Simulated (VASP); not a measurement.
Runs of VASP 6.6.1 on GaN (wurtzite type). The structure is that of space group P6_3mc (No. 186), or close to it. The cells are those of the table. 

```csv
cell,smearing,gap on the mesh (eV),pressure (GPa)
"a = 2.511, b = 2.511, c = 4.735 Å, angles 90.0, 90.0, 120.0°, 4 atoms",fermi-dirac 0.1 eV,2.06,(b)
"a = 2.877, b = 2.877, c = 4.722 Å, angles 90.0, 90.0, 120.0°, 4 atoms",fermi-dirac 0.1 eV,(a),114.2
"a = 2.742, b = 2.742, c = 4.621 Å, angles 90.0, 90.0, 120.0°, 4 atoms",fermi-dirac 0.1 eV,4.19,197.6
"a = 3.153, b = 3.153, c = 5.136 Å, angles 90.0, 90.0, 120.0°, 4 atoms",fermi-dirac 0.1 eV,2.13,12.3
"a = 2.742, b = 2.742, c = 4.621 Å, angles 90.0, 90.0, 120.0°, 4 atoms",fermi-dirac 0.005 eV,4.19,197.6
"a = 2.985, b = 2.985, c = 4.874 Å, angles 90.0, 90.0, 120.0°, 4 atoms",fermi-dirac 0.1 eV,3.19,62.1
```

Alike in all rows: task single point; level PBE; potentials or basis VASP PAW PBE potentials, release 64 (Ga_d, N); no spin polarisation; k mesh 13 × 13 × 7; cutoff (eV) 520.

Problem. Estimate the missing entries.

Solution. (a) 3.84; (b) 345.7.

A k mesh can miss the band edges, and the runs leave out spin-orbit coupling on Ga.
